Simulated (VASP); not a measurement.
# SrC2 (I4/mmm) in VASP: a series of runs

Runs on SrC2. Level: LDA. Tasks: single point, relaxation of shape and atoms at fixed volume.

Everything below comes from runs of VASP 6.6.1. Logs are shortened: lines on timing, memory, paths and dates and some standing lists are left out, and cuts for length are marked.

### Step 1. The cell of the first run

The structure is tetragonal, space group I4/mmm (No. 139). Conventional cell: a = 4.023 Å, b = 4.023 Å, c = 6.712 Å, α = 90.00°, β = 90.00°, γ = 90.00°. Within 3.6 Å of Sr (site symmetry 4/mmm) lie 10 C at 2.73 to 2.91 Å. Within 1.7 Å of C (site symmetry 4mm) lie 1 C at 1.25 Å.

### Step 2. Single point, LDA (18.10 Å³/atom)

The input, INCAR:

```
PREC = Accurate
ENCUT = 1300
EDIFF = 1E-6
ISMEAR = 0
SIGMA = 0.01
LREAL = False
LASPH = True
NELM = 120
ALGO = Normal
ISIF = 2
LWAVE = False
LCHARG = False
NBANDS = 16
GGA_COMPAT = False
```

The input, KPOINTS:

```
Automatic mesh
0
Gamma
  10 10 10
```

The input, POSCAR:

```
SrC2
1.0
   -2.0113632650      2.0113632650      3.3561517253
    2.0113632650     -2.0113632650      3.3561517253
    2.0113632650      2.0113632650     -3.3561517253
Sr C
1 2
Direct
    0.0000000000      0.0000000000      0.0000000000
    0.4066998804      0.4066998804      0.0000000000
    0.5933001196      0.5933001196      0.0000000000
```

Potentials or basis: VASP PAW LDA potentials, release 64 (Sr_sv, C_h).

Command:

```console
cat potpaw_LDA.64/Sr_sv/POTCAR potpaw_LDA.64/C_h/POTCAR > POTCAR
mpirun -np 1 vasp_std > vasp.out
```

OUTCAR:

```text
PREC = Accurate
   ENCUT = 1300
   EDIFF = 1E-6
   ISMEAR = 0
   LREAL = False
   LASPH = True
   NELM = 120
   ISIF = 2

 ion  position               nearest neighbor table
   1  0.000  0.000  0.000-   2 2.73   3 2.73   3 2.91   2 2.91   3 2.91   3 2.91   3 2.91   2 2.91
                             2 2.91   2 2.91
   2  0.407  0.407  0.000-   3 1.25   1 2.73   1 2.91   1 2.91   1 2.91   1 2.91
   3  0.593  0.593  0.000-   2 1.25   1 2.73   1 2.91   1 2.91   1 2.91   1 2.91

  LATTYP: Found a body centered tetragonal cell.
 ALAT       =     4.0227265300
 C/A-ratio  =     1.6685955161

  Lattice vectors:

 A1 = (  -2.0113632650,   2.0113632650,   3.3561517253)
 A2 = (   2.0113632650,  -2.0113632650,   3.3561517253)
 A3 = (   2.0113632650,   2.0113632650,  -3.3561517253)

Analysis of symmetry for initial positions (statically):
=====================================================================
 Subroutine PRICEL returns:
 Original cell was already a primitive cell.

 Routine SETGRP: Setting up the symmetry group for a
 body centered tetragonal supercell.

 Subroutine GETGRP returns: Found 16 space group operations
 (whereof 16 operations were pure point group operations)
 out of a pool of 16 trial point group operations.

The static configuration has the point symmetry D_4h.

Analysis of symmetry for dynamics (positions and initial velocities):
=====================================================================
 Subroutine PRICEL returns:
 Original cell was already a primitive cell.

 Routine SETGRP: Setting up the symmetry group for a
 body centered tetragonal supercell.

 Subroutine GETGRP returns: Found 16 space group operations
 (whereof 16 operations were pure point group operations)
 out of a pool of 16 trial point group operations.

The dynamic configuration has the point symmetry D_4h.

 Subroutine INISYM returns: Found 16 space group operations
 (whereof 16 operations are pure point group operations),
 and found     1 'primitive' translations

----------------------------------------------------------------------------------------

                                     Primitive cell

  volume of cell :      54.3104

  direct lattice vectors                    reciprocal lattice vectors
    -2.011363265  2.011363265  3.356151725     0.000000000  0.248587617  0.148980154
     2.011363265 -2.011363265  3.356151725     0.248587617  0.000000000  0.148980154
     2.011363265  2.011363265 -3.356151725     0.248587617  0.248587617  0.000000000

  length of vectors
[... 88 lines left out ...]
   IBRION =     -1    ionic relax: 0-MD 1-quasi-New 2-CG
   NFREE  =      0    steps in history (QN), initial steepest desc. (CG)
   ISIF   =      2    stress and relaxation
   ISYM   =      2    0-nonsym 1-usesym 2-fastsym
   POTIM  = 0.5000    time-step for ionic-motion
   TEBEG  =    0.0;   TEEND  =   0.0 temperature during run
   PSTRESS=    0.0 pullay stress
   NELECT =      18.0000    total number of electrons
   NUPDOWN=      -1.0000    fix difference up-down
   EMIN   =  10.00;   EMAX   =-10.00  energy-range for DOS
   EFERMI =   0.00;   METHOD = LEGACY
   ISMEAR =     0;   SIGMA  =   0.01  broadening in eV -4-tet -1-fermi 0-gaus
   EFERMI_NEDOS =   21; number of points for ismear=-14 and -15
   IALGO  =     38    algorithm
   IMIX   =      4    mixing-type and parameters
     AMIX     =   0.40;   BMIX     =  1.00
     AMIX_MAG =   1.60;   BMIX_MAG =  1.00
  volume/ion in A,a.u.               =      18.10       122.17
  Fermi-wavevector in a.u.,A,eV,Ry     =   1.132934  2.140936 17.463629  1.283541
  Thomas-Fermi vector in A             =   2.269636
   LORBIT       =      0    0 simple, 1 ext, 2 COOP (PROOUT), +10 PAW based schemes
   GGA     = CA    functional components
   LHFCALC =     F    Hartree Fock is set to
   AEXX    =    0.0000 exact exchange contribution
   IVDW    =     0    specifies the selected vdW correction
   LEPSILON=     F    determine dielectric tensor
   LRPA    =     F    only Hartree local field effects (RPA)
 non-spin polarized calculation
 Gauss-broadening in eV      SIGMA  =   0.01
  energy-cutoff  :     1300.00
  volume of cell :       54.31
 maximum number of plane-waves:      5828
 NGX is ok and might be reduce to    54
   NGX = 25   NGY = 25   NGZ = 25

 number of electron      18.0000000 magnetization

 Free energy of the ion-electron system (eV)
  ---------------------------------------------------
  ext. energy  EPLUGINS =         0.00000000
  ---------------------------------------------------
  free energy    TOTEN  =       -21.79522279 eV

  energy without entropy =      -21.79522279  energy(sigma->0) =      -21.79522279

 E-fermi :   1.1783     XC(G=0):  -9.6108

 val. band max:        1.0015753795   @ k =  -0.4000  -0.4000   0.4000
 cond. band min:       2.3284346264   @ k =   0.5000   0.5000   0.0000
 fundamental gap:      1.3268592469
 Fermi energy:         1.1783286749

 k-point     1 :       0.0000    0.0000    0.0000
  band No.  band energies     occupation
      1     -31.8391      2.00000
      2     -13.9350      2.00000
      3     -13.9350      2.00000
      4     -13.8282      2.00000
      5     -11.3730      2.00000
      6      -1.3323      2.00000
[... 433 lines left out ...]
      3     -14.1171      2.00000
      4     -13.9232      2.00000
      5     -10.9737      2.00000
      6      -2.3370      2.00000
[... 8 lines left out ...]
     15      10.0908      0.00000
     16      10.4003      0.00000

 [... further k-points ...]

------------------------ aborting loop because EDIFF is reached ----------------------------------------

  FORCE on cell =-STRESS in cart. coord.  units (eV):
  Direction    XX          YY          ZZ          XY          YZ          ZX
  --------------------------------------------------------------------------------------
  -------------------------------------------------------------------------------------
  Total       -0.2871451     -0.2871451     -0.2145342      0.0000000     -0.0000000      0.0000000
  in kB       -8.4708965     -8.4708965     -6.3288472      0.0000000     -0.0000000      0.0000000
  external PRESSURE =      -7.7568801 kB  Pullay stress =       0.0000000 kB

 VOLUME and BASIS-vectors are now :
 -----------------------------------------------------------------------------
  energy-cutoff  :     1300.00
  volume of cell :       54.31
      direct lattice vectors                 reciprocal lattice vectors
    -2.011363265  2.011363265  3.356151725     0.000000000  0.248587617  0.148980154
     2.011363265 -2.011363265  3.356151725     0.248587617  0.000000000  0.148980154
     2.011363265  2.011363265 -3.356151725     0.248587617  0.248587617  0.000000000

 POSITION                                       TOTAL-FORCE (eV/Angst)
 -----------------------------------------------------------------------------------
      0.00000      0.00000      0.00000         0.000000      0.000000      0.000000
      0.00000      0.00000      2.72989        -0.000000     -0.000000     -0.038062
      0.00000      0.00000      3.98241         0.000000      0.000000      0.038062
 -----------------------------------------------------------------------------------
    total drift:                               -0.000000      0.000000     -0.000000

  FREE ENERGIE OF THE ION-ELECTRON SYSTEM (eV)
  ---------------------------------------------------
  free  energy   TOTEN  =       -21.7952227905 eV

  energy  without entropy=      -21.7952227905  energy(sigma->0) =      -21.79522279
```

It took 7.9 min on 1 thread of AMD EPYC 7R43 (Zen 3), shared host; peak memory 0.54 GiB.

Results:

| Quantity | Value |
| --- | --- |
| Free energy | -21.7952 eV |
| Pressure | -0.8 GPa |
| Largest force | 0.038 eV/Å |
| Band gap on the k mesh | 1.33 eV (least direct gap 2.20 eV) |

Forces on the atoms (eV/Å):
```
Sr   0.000  0.000  0.000
C    0.000  0.000 -0.038
C    0.000  0.000  0.038
```

Stress tensor (GPa, compression positive):
```
-0.85  0.00  0.00
 0.00 -0.85  0.00
 0.00  0.00 -0.63
```

A k mesh can miss the band edges.

### Step 3. Relaxation of shape and atoms at fixed volume, LDA (18.10 Å³/atom)

The input, INCAR:

```
  PREC = Accurate
  ENCUT = 600
  EDIFF = 1E-7
  ISMEAR = 0
  SIGMA = 0.01
  LREAL = F
  LASPH = T
  NELM = 80
  ALGO = Normal
  ISIF = 4
  LWAVE = F
  LCHARG = F
  IBRION = 2
  NSW = 80
  EDIFFG = -0.001
```

KPOINTS is that of step 2.

The input, POSCAR:

```
SrC2
1.0
   -2.0089345173      2.0089345173      3.3642716247
    2.0089345173     -2.0089345173      3.3642716247
    2.0089345173      2.0089345173     -3.3642716247
Sr C
1 2
Direct
    0.0000000000      0.0000000000      0.0000000000
    0.4063724269      0.4063724269      0.0000000000
    0.5936275731      0.5936275731      0.0000000000
```

Potentials or basis: VASP PAW LDA potentials, release 64 (Sr_sv, C).

Command:

```console
cat potpaw_LDA.64/Sr_sv/POTCAR potpaw_LDA.64/C/POTCAR > POTCAR
mpirun -np 1 vasp_std > vasp.out
```

Run time: 4.9 min. Hardware: 1 thread of Oxide Virtual Turin-like, shared host; peak memory 0.21 GiB.

It converged, with:

```yaml
Free_energy: -21.7786 eV
Energy_gained_by_relaxing: 0.6 meV/atom
Ionic_steps: 13
Pressure_after_relaxing: -0.9 GPa
Band_gap_on_the_k_mesh: 1.32 eV (least direct gap 2.19 eV)
```

The path:
```tsv
step	energy change (eV)	largest force (eV/Å)	pressure (GPa)	volume (Å³)
1	0.0000	0.4723	-1.49	54.31
2	0.1009	4.4098	3.87	54.31
3	-0.0016	0.0031	-0.95	54.31
4	-0.0016	0.0125	-0.94	54.31
5	-0.0016	0.0228	-0.93	54.31
6	-0.0016	0.0139	-0.91	54.31
7	-0.0017	0.0086	-0.90	54.31
8	-0.0017	0.0089	-0.90	54.31
9	-0.0016	0.0115	-0.91	54.31
10	-0.0017	0.0095	-0.90	54.31
11	-0.0017	0.0092	-0.90	54.31
12	-0.0016	0.0590	-0.98	54.31
13	-0.0017	0.0005	-0.91	54.31
```

Final structure:
```xyz
3
Lattice="-2.0111 2.0111 3.3569 2.0111 -2.0111 3.3569 2.0111 2.0111 -3.3569" Properties=species:S:1:pos:R:3 pbc="T T T"
Sr    0.0000    0.0000    0.0000
C     0.0000    0.0000    2.7301
C     0.0000    0.0000    3.9837
```

Levels at points of the mesh, in eV from the valence-band top:
| k point | band 7 | band 8 | band 9 | band 10 | band 11 | band 12 |
| --- | --- | --- | --- | --- | --- | --- |
| (0.00, 0.00, 0.00) | -2.17 | -0.90 | -0.90 | 3.33 | 3.33 | 4.40 |
| (0.50, 0.00, 0.00) | -2.27 | -1.81 | -0.35 | 4.78 | 5.86 | 6.48 |
| (0.50, 0.50, 0.00) | -1.96 | -1.22 | -0.87 | 1.32 | 5.92 | 7.55 |
| (0.50, 0.50, 0.50) | -1.28 | -1.28 | -0.04 | 3.12 | 6.10 | 6.86 |
